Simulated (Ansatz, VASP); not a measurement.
**Cs2SnI6: VASP beside Ansatz**

```
CELL_PARAMETERS angstrom
0.00000 5.92039 5.92039
5.92039 0.00000 5.92039
5.92039 5.92039 0.00000
ATOMIC_POSITIONS crystal
Cs 0.25000 0.25000 0.25000
Cs 0.75000 0.75000 0.75000
Sn 0.00000 0.00000 0.00000
I 0.24365 0.75635 0.75635
I 0.24365 0.75635 0.24365
I 0.75635 0.24365 0.75635
I 0.75635 0.24365 0.24365
I 0.75635 0.75635 0.24365
I 0.24365 0.24365 0.75635
```

Alike in both runs: task single point; functional LDA; k mesh 4 × 4 × 4; no spin polarisation.

```csv
,VASP,Ansatz
version,VASP 6.6.1,Ansatz 0.2.0
potentials or method,"VASP PAW LDA potentials, release 64 (Cs_sv, Sn_d, I)","plane waves, PAW"
plane-wave cutoff (eV),500,420
occupations,"gaussian, width 0.01 eV",fixed
valence electrons in the cell,74,134
```

|  | VASP | Ansatz | Ansatz less VASP |
| --- | --- | --- | --- |
| gap on the k mesh at the Fermi level (eV) | 0.05 | 0.03 | -0.016 |
| pressure (GPa) | -1.6 | -1.6 | -0.02 |
| rms of the force components (eV/Å) | 0.045 | 0.048 | +0.0028 |

LDA's correlation is that of Perdew and Zunger in VASP and of Perdew and Wang (1992) in Ansatz. Atom by atom the forces differ by 0.003 eV/Å (rms over components). VASP's potentials hold 74 valence electrons a cell and Ansatz's 134, so a difference there can come from the potentials and not from the codes.

Neither program's run includes spin-orbit coupling.
